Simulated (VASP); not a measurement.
Crystal: Yb.

```
CELL_PARAMETERS angstrom
3.87990 0.00000 0.00000
-1.93995 3.36009 0.00000
0.00000 0.00000 6.38590
ATOMIC_POSITIONS crystal
Yb 0.33333 0.66667 0.25000
Yb 0.66667 0.33333 0.75000
```

This isn't the form of Yb at room conditions, which is fcc.

Base run:

```yaml
Program: VASP 6.6.1
Functional: r2SCAN
Potentials_or_basis: VASP PAW PBE potentials, release 64 (Yb)
Cutoff: 520 eV
k_mesh: 8 × 8 × 5
Occupations: fermi-dirac, width 0.1 eV
Spin: no spin polarisation
```

Its results: band gap on the k mesh zero (bands 24 and 25 overlap by 0.29 eV); pressure -2.7 GPa.

**Question.** The run is repeated on the same cell with these changes: k mesh from 8 × 8 × 5 to 4 × 4 × 2; further incar settings from ALGO = Normal; EDIFF = 1e-07; NBANDS = 31 to ALGO = Normal; EDIFF = 1e-06; NBANDS = 31. What comes out?

**Answer.** Band gap on the k mesh zero (bands 24 and 25 overlap by 0.29 eV); pressure -5.5 GPa.

Caveats: some runs use coarse meshes; the PAW data sets were made with another functional, which shifts forces and pressure a little; spin-orbit coupling is left out, which moves the levels of the heavy elements.
